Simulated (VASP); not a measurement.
A run of VASP 6.6.1 is set up as follows.

The input INCAR:

```
PREC = Accurate ; ENCUT = 520
EDIFF = 1E-6 ; ISMEAR = -1
SIGMA = 0.03 ; LREAL = False
LASPH = True ; NELM = 100
ALGO = Normal ; ISIF = 2
LWAVE = False ; LCHARG = False
GGA = CA ; NBANDS = 16
```

Contents of KPOINTS:

```
Automatic mesh
0
Gamma
  7 7 7
```

POSCAR

```
YSe
1.0
   -0.0575000000      2.8462500000      2.8462500000
    2.8462500000     -0.0575000000      2.8462500000
    2.8462500000      2.8462500000     -0.0575000000
Y Se
1 1
Direct
    0.0000000000      0.0000000000      0.0000000000
    0.5000000000      0.5000000000      0.5000000000
```

Potentials or basis: VASP PAW LDA potentials, release 64 (Y_sv, Se).

Launch:

```sh
$ cat potpaw_LDA.64/Y_sv/POTCAR potpaw_LDA.64/Se/POTCAR > POTCAR
$ mpirun -np 1 vasp_std > vasp.out
```

Q: Estimate the pressure.

A: -4.5 GPa.

Stress tensor (GPa, compression positive):
```
-4.48  0.29  0.29
 0.29 -4.48  0.29
 0.29  0.29 -4.48
```

Caveat: the cell differs from its parent crystal (equal xy, yz and zx shear strains of -2 %).
